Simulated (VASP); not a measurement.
A run of VASP 6.6.1 is set up as follows.

INCAR

```
SYSTEM = Sn2F
PREC     = Accurate       ! precision mode
ENCUT    = 520            ! plane-wave cutoff, eV
EDIFF    = 1E-6           ! SCF threshold, eV
ISMEAR   = 0              ! smearing method
SIGMA    = 0.1            ! smearing width, eV
LREAL    = .False.        ! projectors in reciprocal space
LASPH    = .True.         ! aspherical terms in the spheres
NELM     = 100            ! most SCF steps
ALGO     = Fast           ! electronic algorithm
ISIF     = 2              ! what is computed and relaxed
LWAVE    = .False.        ! write WAVECAR
LCHARG   = .False.        ! write CHGCAR
GGA      = PE             ! functional
NBANDS   = 44             ! bands
```

Contents of KPOINTS:

```
regular mesh
0
Gamma
  4 4 6
  0 0 0
```

File POSCAR:

```
Sn2F
1.0
    5.7330303459      0.0000000000      0.0000000000
    0.0000000000      5.9075937699      0.0000000000
    0.0000000000      0.0000000000      3.8587704252
Sn F
4 2
Direct
    0.2250000000      0.8250000000      0.5000000000
    0.7250000000      0.6750000000      0.0000000000
    0.7750000000      0.1750000000      0.5000000000
    0.2750000000      0.3250000000      0.0000000000
    0.5000000000      0.5000000000      0.5000000000
    0.0000000000      0.0000000000      0.0000000000
```

Potentials or basis: VASP PAW PBE potentials, release 64 (Sn_d, F).

Launch:

```sh
$ cat potpaw_PBE.64/Sn_d/POTCAR potpaw_PBE.64/F/POTCAR > POTCAR
$ mpirun -np 1 vasp_std > vasp.out
```

Task: What does it give for the largest force?

Result: 0.422 eV/Å.

Task: Predict the pressure.

Result: 5.3 GPa.

Forces on the atoms (eV/Å):
```
Sn   0.400 -0.134  0.000
Sn   0.400  0.134  0.000
Sn  -0.400  0.134  0.000
Sn  -0.400 -0.134  0.000
F    0.000  0.000  0.000
F    0.000  0.000  0.000
```

Caveat: the cell stands under pressure.
